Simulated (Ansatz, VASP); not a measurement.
**Two plane-wave programs on ScGa2AsP2**

```
Sc Ga P As
1.0
     4.95073    0.00000    0.00000
     0.00000    4.95073    0.00000
     0.00000    0.00000    5.15007
Sc Ga P As
1 2 2 1
Cartesian
  0.0000 0.0000 2.5750
  0.0000 2.4754 0.0000
  2.4754 0.0000 0.0000
  2.4754 2.4754 1.4730
  2.4754 2.4754 3.6771
  0.0000 0.0000 0.0000
```

Change from the starting cell: species swapped into the PrSi2Mo2C type (P4/mmm, No. 123).

Alike in both runs: functional PBE; k mesh 8 × 8 × 8; occupations gaussian, width 0.1 eV; no spin polarisation.

Ansatz relaxed the structure, and its values are those at the end. VASP's run is a single point on that final structure, the one shown.

|  | VASP | Ansatz |
| --- | --- | --- |
| version | VASP 6.6.1 | Ansatz 0.2.0 |
| potentials or method | VASP PAW PBE potentials, release 64 (Sc_sv, Ga_d, P, As), cutoff 520 eV | scalar-relativistic, plane waves, PAW |
| valence electrons in the cell | 52 | 62 |

```tsv
	VASP	Ansatz	Ansatz less VASP
gap on the k mesh at the Fermi level (eV)	none	none	-
pressure (GPa)	0.1	0.0	-0.13
rms of the force components (eV/Å)	0.013	0.002	-0.0106
```

A gap of «none» marks a metal or a gap that the smearing closes. VASP's potentials hold 52 valence electrons a cell and Ansatz's 62, so a difference there can come from the potentials and not from the codes.
